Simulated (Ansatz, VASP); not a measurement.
# MgS in VASP and in Ansatz

File INCAR:

```
SYSTEM = MgS
ALGO     = Normal         ! electronic algorithm
EDIFF    = 1E-7           ! SCF threshold, eV
ENCUT    = 520            ! plane-wave cutoff, eV
GGA      = CA             ! functional
ISIF     = 2              ! what is computed and relaxed
ISMEAR   = -1             ! smearing method
LASPH    = .TRUE.         ! aspherical terms in the spheres
LCHARG   = .FALSE.        ! write CHGCAR
LREAL    = .FALSE.        ! projectors in reciprocal space
LWAVE    = .FALSE.        ! write WAVECAR
NBANDS   = 11             ! bands
NELM     = 60             ! most SCF steps
PREC     = Accurate       ! precision mode
SIGMA    = 0.01           ! smearing width, eV
```

File KPOINTS:

```
k-points
0
G
  8 8 8
  0 0 0
```

POSCAR

```
MgS
1.0
    0.0000000000      2.5496170000      2.6016500000
    2.5496170000      0.0000000000      2.6016500000
    2.5496170000      2.5496170000      0.0000000000
Mg S
1 1
Direct
    0.0000000000      0.0000000000      0.0000000000
    0.5000000000      0.5000000000      0.5000000000
```

Input for Ansatz:

```yaml
crystal:
  lattice:
    - [0.0, 2.549617, 2.60165]
    - [2.549617, 0.0, 2.60165]
    - [2.549617, 2.549617, 0.0]
  atoms:
    - { symbol: Mg, position: [0.0, 0.0, 0.0] }
    - { symbol: S, position: [0.5, 0.5, 0.5] }
kpoints:
  mp_grid: { grid: [8, 8, 8] }
  band_path:
    path:
      - [0.0, 0.0, 0.0]
      - [0.0, 0.5, 0.5]
      - [0.25, 0.75, 0.5]
      - [0.0, 0.5, 0.0]
      - [0.0, 0.0, 0.0]
      - [0.5, 0.5, 0.0]
      - [0.37005, 0.62995, 0.0]
      - [-0.37005, 0.37005, 0.0]
      - [0.0, 0.0, 0.0]
    npoints: 5
scf:
  occupations: { method: fermi_dirac, width: 0.01 }
hamiltonian:
  xc: lda
  pseudopotentials: { kind: all_electron, lapw: { basis_error: 0.00025 } }
output:
  forces: true
  stress: true
  eigenvalues: true
```

Change from the starting cell: equal xx and yy strain of -2 %.

Alike in both runs: task single point; functional LDA; k mesh 8 × 8 × 8; occupations fermi-dirac, width 0.01 eV; no spin polarisation.

|  | VASP | Ansatz |
| --- | --- | --- |
| version | VASP 6.6.1 | Ansatz 0.2.0 |
| potentials or method | VASP PAW LDA potentials, release 64 (Mg, S), cutoff 520 eV | all-electron LAPW, scalar-relativistic |

|  | VASP | Ansatz | Ansatz less VASP |
| --- | --- | --- | --- |
| gap on the k mesh at the Fermi level (eV) | 2.55 | 2.55 | +0.002 |
| pressure (GPa) | -0.7 | -0.1 | +0.62 |
| traceless stress, the component that is largest in VASP (GPa) | -1.56 | -1.56 | -0.002 |

LDA's correlation is that of Perdew and Zunger in VASP and of Perdew and Wang (1992) in Ansatz. Ansatz ran all-electron here, and VASP with PAW potentials.
